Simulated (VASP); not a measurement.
A run of VASP 6.6.1 is set up as follows.

Contents of INCAR:

```
SYSTEM = Al
PREC     = Accurate       ! precision mode
ENCUT    = 520            ! plane-wave cutoff, eV
EDIFF    = 1E-6           ! SCF threshold, eV
ISMEAR   = -1             ! smearing method
SIGMA    = 0.05           ! smearing width, eV
LREAL    = .False.        ! projectors in reciprocal space
LASPH    = .True.         ! aspherical terms in the spheres
NELM     = 80             ! most SCF steps
ALGO     = Normal         ! electronic algorithm
ISIF     = 2              ! what is computed and relaxed
LWAVE    = .False.        ! write WAVECAR
LCHARG   = .False.        ! write CHGCAR
GGA      = RP             ! functional
IVDW     = 13             ! dispersion correction
NBANDS   = 8              ! bands
```

File KPOINTS:

```
regular mesh
0
Gamma
  11 11 11
  0 0 0
```

Contents of POSCAR:

```
Al
1.0
    0.0000000000      2.0645171409      2.0645171409
    2.0645171409      0.0000000000      2.0645171409
    2.0645171409      2.0645171409      0.0000000000
Al
1
Direct
    0.0000000000      0.0000000000      0.0000000000
```

Potentials or basis: VASP PAW PBE potentials, release 64 (Al).

The run is started by

```console
$ cat potpaw_PBE.64/Al/POTCAR > POTCAR
$ mpirun -np 1 vasp_std > vasp.out
```

(1) What does it give for the pressure?

(2) Estimate the dispersion energy per atom.

Results:

(1) -8.6 GPa.

(2) -0.620 eV.

Caveat: the PAW data sets were made with another functional, which shifts forces and pressure a little; pairwise dispersion overbinds metals, which lowers pressure and volume.
